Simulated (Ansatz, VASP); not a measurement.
GaSn in VASP and in Ansatz

```
Ga Sn
1.0
     0.00000    2.90038    2.90038
     2.90038    0.00000    2.90038
     2.90038    2.90038    0.00000
Ga Sn
1 1
Direct
  0.50000 0.50000 0.50000
  0.00000 0.00000 0.00000
```

Change from the starting cell: species swapped into the YS type (Fm-3m, No. 225).

Alike in both runs: functional PBE; k mesh 16 × 16 × 16; occupations gaussian, width 0.1 eV; no spin polarisation.

Ansatz relaxed the structure, and its values are those at the end. VASP's run is a single point on that final structure, the one shown.

```csv
,VASP,Ansatz
version,VASP 6.6.1,Ansatz 0.2.0
potentials or method,"VASP PAW PBE potentials, release 64 (Ga_d, Sn_d), cutoff 520 eV","scalar-relativistic, plane waves, PAW"
valence electrons in the cell,27,27
```

|  | VASP | Ansatz | Ansatz less VASP |
| --- | --- | --- | --- |
| gap on the k mesh at the Fermi level (eV) | none | none | - |
| pressure (GPa) | -0.1 | 0.0 | +0.09 |

A gap of «none» marks a metal or a gap that the smearing closes.
